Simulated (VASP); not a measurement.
Write the native input for VASP 6.6.1 that does the following.

```
Task                   : single point
Functional             : PBE
Potentials or basis    : VASP PAW PBE potentials, release 64 (Sn_d)
Cutoff                 : 520 eV
k mesh                 : 9 × 9 × 9
Occupations            : fermi-dirac, width 0.1 eV
Spin                   : no spin polarisation
Dipole correction      : no
Further INCAR settings : ALGO = Normal; EDIFF = 1e-06; NBANDS = 21
```

The structure of Sn lies in POSCAR:

```
Sn
1.0
   -0.0808335700      3.2333428000      3.2333428000
    3.2333428000     -0.0808335700      3.2333428000
    3.1525092300      3.1525092300      0.0000000000
Sn
2
Direct
    0.0000000000      0.0000000000      0.0000000000
    0.2500000000      0.2500000000      0.2500000000
```

These files were run (other wordings do the same):

INCAR

```
SYSTEM = Sn
ALGO = Normal ; EDIFF = 1E-6
ENCUT = 520 ; GGA = PE
ISIF = 2 ; ISMEAR = -1
LASPH = .True. ; LCHARG = .False.
LREAL = .False. ; LWAVE = .False.
NBANDS = 21 ; NELM = 80
PREC = Accurate ; SIGMA = 0.1
```

KPOINTS

```
k-points
0
Gamma
  9 9 9
  0 0 0
```

Potentials or basis: VASP PAW PBE potentials, release 64 (Sn_d).

Command:

```sh
$ cat potpaw_PBE.64/Sn_d/POTCAR > POTCAR
$ mpirun -np 1 vasp_std > vasp.out
```

It gave:

- Pressure: 4.0 GPa
- Largest force: 0.517 eV/Å
- Band gap on the k mesh: zero (band 14 reaches 5.83 eV, above the bottom of band 15 at 5.64 eV)

Caveat: spin-orbit coupling is left out, which moves the levels of the heavy elements.

It took 120 s on 1 thread of Intel(R) Xeon(R) Platinum 8259CL CPU @ 2.50GHz (Skylake/Cascade Lake), with other jobs on the host, peak memory 0.29 GiB.
